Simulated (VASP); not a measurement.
# Ga (Im-3m) in VASP: further runs

Ga is run at these levels: LDA; tasks: single point, relaxation of cell and atoms.

Everything below comes from runs of VASP 6.6.1. Logs are shortened: lines on timing, memory, paths and dates and some standing lists are left out, and cuts for length are marked.

## Step 1: The cell of the first run

Symmetry: Im-3m, No. 229, cubic system. The conventional cell has a = 2.887 Å, b = 2.887 Å, c = 2.887 Å, α = 90.00°, β = 90.00°, γ = 90.00°. Ga (site symmetry m-3m) has 14 Ga at 2.50 to 2.89 Å within 3.3 Å.

This isn't the form of Ga at room conditions, which is orthorhombic.

## Step 2: Single point, LDA

Input file INCAR:

```
PREC = Accurate
ENCUT = 520
EDIFF = 1E-6
ISMEAR = -1
SIGMA = 0.08
LREAL = F
LASPH = T
NELM = 80
ALGO = Normal
ISIF = 2
LWAVE = F
LCHARG = F
GGA = CA
NBANDS = 12
```

Input file KPOINTS:

```
regular mesh
0
Gamma
  18 18 18
```

Input file POSCAR:

```
Ga
1.0
   -1.4435002118      1.4435002118      1.4435002118
    1.4435002118     -1.4435002118      1.4435002118
    1.4435002118      1.4435002118     -1.4435002118
Ga
1
Direct
    0.0000000000      0.0000000000      0.0000000000
```

Potentials or basis: VASP PAW LDA potentials, release 64 (Ga_d).

Run with:

```
$ cat potpaw_LDA.64/Ga_d/POTCAR > POTCAR
$ mpirun -np 1 vasp_std > vasp.out
```

OUTCAR:

```text
PREC = Accurate
   ENCUT = 520
   EDIFF = 1E-6
   ISMEAR = -1
   LREAL = F
   LASPH = T
   NELM = 80
   ISIF = 2
   GGA = CA

 ion  position               nearest neighbor table
   1  0.000  0.000  0.000-

  LATTYP: Found a body centered cubic cell.
 ALAT       =     2.8870004236

  Lattice vectors:

 A1 = (  -1.4435002118,   1.4435002118,   1.4435002118)
 A2 = (   1.4435002118,  -1.4435002118,   1.4435002118)
 A3 = (   1.4435002118,   1.4435002118,  -1.4435002118)

Analysis of symmetry for initial positions (statically):
=====================================================================
 Subroutine PRICEL returns:
 Original cell was already a primitive cell.

 Routine SETGRP: Setting up the symmetry group for a
 body centered cubic supercell.

 Subroutine GETGRP returns: Found 48 space group operations
 (whereof 48 operations were pure point group operations)
 out of a pool of 48 trial point group operations.

The static configuration has the point symmetry O_h .

Analysis of symmetry for dynamics (positions and initial velocities):
=====================================================================
 Subroutine PRICEL returns:
 Original cell was already a primitive cell.

 Routine SETGRP: Setting up the symmetry group for a
 body centered cubic supercell.

 Subroutine GETGRP returns: Found 48 space group operations
 (whereof 48 operations were pure point group operations)
 out of a pool of 48 trial point group operations.

The dynamic configuration has the point symmetry O_h .

 Subroutine INISYM returns: Found 48 space group operations
 (whereof 48 operations are pure point group operations),
 and found     1 'primitive' translations

----------------------------------------------------------------------------------------

                                     Primitive cell

  volume of cell :      12.0312

  direct lattice vectors                    reciprocal lattice vectors
    -1.443500212  1.443500212  1.443500212     0.000000000  0.346380275  0.346380275
     1.443500212 -1.443500212  1.443500212     0.346380275  0.000000000  0.346380275
     1.443500212  1.443500212 -1.443500212     0.346380275  0.346380275  0.000000000

  length of vectors
     2.500215708  2.500215708  2.500215708     0.489855682  0.489855682  0.489855682

  position of ions in fractional coordinates (direct lattice)
     0.000000000  0.000000000  0.000000000

  ion indices of the primitive-cell ions
   primitive index   ion index
                 1           1

----------------------------------------------------------------------------------------

 KPOINTS: regular mesh

Automatic generation of k-mesh.
 Grid dimensions read from file:
 generate k-points for:   18   18   18

 Generating k-lattice:

  Cartesian coordinates                     Fractional coordinates (reciprocal lattice)
     0.000000000  0.019243349  0.019243349     0.055555556  0.000000000  0.000000000
     0.019243349  0.000000000  0.019243349     0.000000000  0.055555556  0.000000000
     0.019243349  0.019243349  0.000000000     0.000000000  0.000000000  0.055555556

  Length of vectors
     0.027214205  0.027214205  0.027214205

  Shift w.r.t. Gamma in fractional coordinates (k-lattice)
     0.000000000  0.000000000  0.000000000

 Subroutine IBZKPT returns following result:
 ===========================================

 Found    195 irreducible k-points:

 Following reciprocal coordinates:
            Coordinates               Weight
  0.000000  0.000000  0.000000      1.000000
  0.055556  0.000000  0.000000     12.000000
  0.111111  0.000000  0.000000     12.000000
  0.166667  0.000000  0.000000     12.000000
  0.222222  0.000000  0.000000     12.000000
  0.277778  0.000000  0.000000     12.000000
[... 16 lines left out ...]
  0.333333  0.111111  0.000000     48.000000
  0.388889  0.111111  0.000000     48.000000
 [... further k-points ...]
   k-points           NKPTS =    195   k-points in BZ     NKDIM =    195   number of bands    NBANDS=     12
   number of dos      NEDOS =    301   number of ions     NIONS =      1
   total plane-waves  NPLWV =   8000
   dimension x,y,z NGX =    20 NGY =   20 NGZ =   20
   dimension x,y,z NGXF=    40 NGYF=   40 NGZF=   40
   ions per type =               1
   NGX,Y,Z   is equivalent  to a cutoff of  13.30, 13.30, 13.30 a.u.
   NGXF,Y,Z  is equivalent  to a cutoff of  26.60, 26.60, 26.60 a.u.
 SYSTEM =  unknown system
   PREC   = accura    normal or accurate (medium, high low for compatibility)
   ISTART =      0    job   : 0-new  1-cont  2-samecut
   ICHARG =      2    charge: 1-file 2-atom 10-const
   ISPIN  =      1    spin polarized calculation?
   LNONCOLLINEAR =      F non collinear calculations
   LSORBIT =      F    spin-orbit coupling
   LASPH  =      T    aspherical Exc in radial PAW
   ENCUT  =  520.0 eV  38.22 Ry    6.18 a.u.   4.65  4.65  4.65*2*pi/ulx,y,z
   NELM   =     80;   NELMIN=  2; NELMDL= -5     # of ELM steps
   EDIFF  = 0.1E-05   stopping-criterion for ELM
   LREAL  =      F    real-space projection
   EDIFFG = 0.1E-04   stopping-criterion for IOM
   NSW    =      0    number of steps for IOM
   IBRION =     -1    ionic relax: 0-MD 1-quasi-New 2-CG
   NFREE  =      0    steps in history (QN), initial steepest desc. (CG)
   ISIF   =      2    stress and relaxation
   ISYM   =      2    0-nonsym 1-usesym 2-fastsym
   POTIM  = 0.5000    time-step for ionic-motion
   TEBEG  =    0.0;   TEEND  =   0.0 temperature during run
   PSTRESS=    0.0 pullay stress
   NELECT =      13.0000    total number of electrons
   NUPDOWN=      -1.0000    fix difference up-down
   EMIN   =  10.00;   EMAX   =-10.00  energy-range for DOS
   EFERMI =   0.00;   METHOD = LEGACY
   ISMEAR =    -1;   SIGMA  =   0.08  broadening in eV -4-tet -1-fermi 0-gaus
   EFERMI_NEDOS =   21; number of points for ismear=-14 and -15
   IALGO  =     38    algorithm
   IMIX   =      4    mixing-type and parameters
     AMIX     =   0.40;   BMIX     =  1.00
     AMIX_MAG =   1.60;   BMIX_MAG =  1.00
  volume/ion in A,a.u.               =      12.03        81.19
  Fermi-wavevector in a.u.,A,eV,Ry     =   1.679909  3.174568 38.396925  2.822094
  Thomas-Fermi vector in A             =   2.763737
   LORBIT       =      0    0 simple, 1 ext, 2 COOP (PROOUT), +10 PAW based schemes
   GGA     = CA    functional components
   LHFCALC =     F    Hartree Fock is set to
   AEXX    =    0.0000 exact exchange contribution
   IVDW    =     0    specifies the selected vdW correction
   LEPSILON=     F    determine dielectric tensor
   LRPA    =     F    only Hartree local field effects (RPA)
 non-spin polarized calculation
  energy-cutoff  :      520.00
  volume of cell :       12.03
 maximum number of plane-waves:       338
   NGX =  9   NGY =  9   NGZ =  9

 number of electron      13.0000012 magnetization

 Free energy of the ion-electron system (eV)
  ---------------------------------------------------
  ext. energy  EPLUGINS =         0.00000000
  ---------------------------------------------------
  free energy    TOTEN  =        -2.86448287 eV

  energy without entropy =       -2.85851042  energy(sigma->0) =       -2.86149664

 E-fermi :  10.7138     XC(G=0): -13.8380

 val. band max:       10.6981947513   @ k =   0.2778   0.2778   0.0000
 cond. band min:      10.7229328118   @ k =   0.2778   0.1111   0.1111
 fundamental gap:      0.0247380605
 Fermi energy:        10.7137676708

 k-point     1 :       0.0000    0.0000    0.0000
  band No.  band energies     occupation
      1      -5.3081      2.00000
      2      -5.3081      2.00000
      3      -5.3081      2.00000
      4      -4.7928      2.00000
      5      -4.7928      2.00000
      6      -4.6855      2.00000
      7      29.6705      0.00000
      8      29.6705      0.00000
      9      29.6705      0.00000
     10      31.4282      0.00000
     11      31.4282      0.00000
     12      31.4282      0.00000

 k-point     2 :       0.0556    0.0000    0.0000
  band No.  band energies     occupation
      1      -5.3164      2.00000
      2      -5.3058      2.00000
      3      -5.2843      2.00000
      4      -4.8021      2.00000
      5      -4.7925      2.00000
      6      -4.5678      2.00000
      7      27.9373      0.00000
      8      28.7300      0.00000
      9      29.1670      0.00000
     10      30.4401      0.00000
     11      30.5316      0.00000
     12      31.2063      0.00000

 k-point     3 :       0.1111    0.0000    0.0000
  band No.  band energies     occupation
      1      -5.3403      2.00000
      2      -5.3097      2.00000
      3      -5.2153      2.00000
      4      -4.8272      2.00000
      5      -4.7915      2.00000
      6      -4.2054      2.00000
      7      24.7001      0.00000
      8      27.1066      0.00000
      9      27.9103      0.00000
     10      29.2603      0.00000
     11      29.7218      0.00000
     12      31.3851      0.00000

 k-point     4 :       0.1667    0.0000    0.0000
  band No.  band energies     occupation
      1      -5.3769      2.00000
      2      -5.3351      2.00000
      3      -5.1079      2.00000
      4      -4.8540      2.00000
      5      -4.7896      2.00000
      6      -3.5939      2.00000
      7      21.4148      0.00000
      8      25.5047      0.00000
      9      26.5344      0.00000
     10      28.1205      0.00000
     11      29.0546      0.00000
     12      31.9765      0.00000

 k-point     5 :       0.2222    0.0000    0.0000
  band No.  band energies     occupation
      1      -5.4217      2.00000
      2      -5.3887      2.00000
      3      -4.9735      2.00000
      4      -4.8681      2.00000
      5      -4.7868      2.00000
      6      -2.7366      2.00000
      7      18.2565      0.00000
      8      24.0637      0.00000
      9      25.2816      0.00000
     10      27.1590      0.00000
     11      28.4704      0.00000
     12      32.8605      0.00000
[... 228 lines left out ...]
      1      -5.4720      2.00000
      2      -5.3959      2.00000
      3      -4.8977      2.00000
      4      -4.8816      2.00000
      5      -4.7735      2.00000
      6      -1.2535      2.00000
      7      15.5713      0.00000
      8      19.3938      0.00000
      9      22.9636      0.00000
     10      28.3291      0.00000
     11      31.0052      0.00000
     12      32.7243      0.00000

 k-point    22 :       0.2778    0.1111   -0.0000
  band No.  band energies     occupation
      1      -5.5230      2.00000
      2      -5.4562      2.00000
      3      -4.8705      2.00000
      4      -4.8268      2.00000
      5      -4.7158      2.00000
      6       0.0765      2.00000
      7      12.7756      0.00000
      8      18.5596      0.00000
      9      22.1406      0.00000
     10      27.7747      0.00000
     11      30.9987      0.00000
     12      33.4466      0.00000

 k-point    23 :       0.3333    0.1111    0.0000
  band No.  band energies     occupation
      1      -5.5744      2.00000
      2      -5.5026      2.00000
      3      -4.8518      2.00000
      4      -4.8098      2.00000
      5      -4.6264      2.00000
      6       1.6261      2.00000
      7      10.1763      1.99759
      8      17.9509      0.00000
      9      21.5402      0.00000
     10      27.3746      0.00000
     11      30.8020      0.00000
     12      34.6430      0.00000

 k-point    24 :       0.3889    0.1111    0.0000
  band No.  band energies     occupation
      1      -5.6138      2.00000
      2      -5.5294      2.00000
      3      -4.8338      2.00000
      4      -4.8092      2.00000
      5      -4.5593      2.00000
      6       3.3637      2.00000
      7       7.8081      2.00000
      8      17.5798      0.00000
      9      21.1752      0.00000
     10      27.1341      0.00000
     11      30.6471      0.00000
     12      36.0549      0.00000

 [... further k-points ...]

------------------------ aborting loop because EDIFF is reached ----------------------------------------

  FORCE on cell =-STRESS in cart. coord.  units (eV):
  Direction    XX          YY          ZZ          XY          YZ          ZX
  --------------------------------------------------------------------------------------
  -------------------------------------------------------------------------------------
  Total        4.3430850      4.3430850      4.3430850      0.0000000      0.0000000      0.0000000
  in kB      578.3601549    578.3601549    578.3601549      0.0000000      0.0000000      0.0000000
  external PRESSURE =     578.3601549 kB  Pullay stress =       0.0000000 kB

 VOLUME and BASIS-vectors are now :
 -----------------------------------------------------------------------------
  energy-cutoff  :      520.00
  volume of cell :       12.03
      direct lattice vectors                 reciprocal lattice vectors
    -1.443500212  1.443500212  1.443500212     0.000000000  0.346380275  0.346380275
     1.443500212 -1.443500212  1.443500212     0.346380275  0.000000000  0.346380275
     1.443500212  1.443500212 -1.443500212     0.346380275  0.346380275  0.000000000

 POSITION                                       TOTAL-FORCE (eV/Angst)
 -----------------------------------------------------------------------------------
      0.00000      0.00000      0.00000         0.000000      0.000000     -0.000000
 -----------------------------------------------------------------------------------
    total drift:                                0.000000     -0.000000      0.000000

  FREE ENERGIE OF THE ION-ELECTRON SYSTEM (eV)
  ---------------------------------------------------
  free  energy   TOTEN  =        -2.8644828668 eV

  energy  without entropy=       -2.8585104229  energy(sigma->0) =       -2.86149664
```

It took 17 s on 1 thread of Intel Xeon Platinum 8259CL at 2.50GHz (Skylake/Cascade Lake), shared host; peak memory 0.14 GiB.

Results:

| Quantity | Value |
| --- | --- |
| Free energy | -2.8645 eV |
| Pressure | 57.8 GPa |
| Band gap on the k mesh | zero (an odd number of electrons rules out a gap without spin polarisation) |

Caveat: the cell stands under pressure.

(Continued in part 2 of 2.)
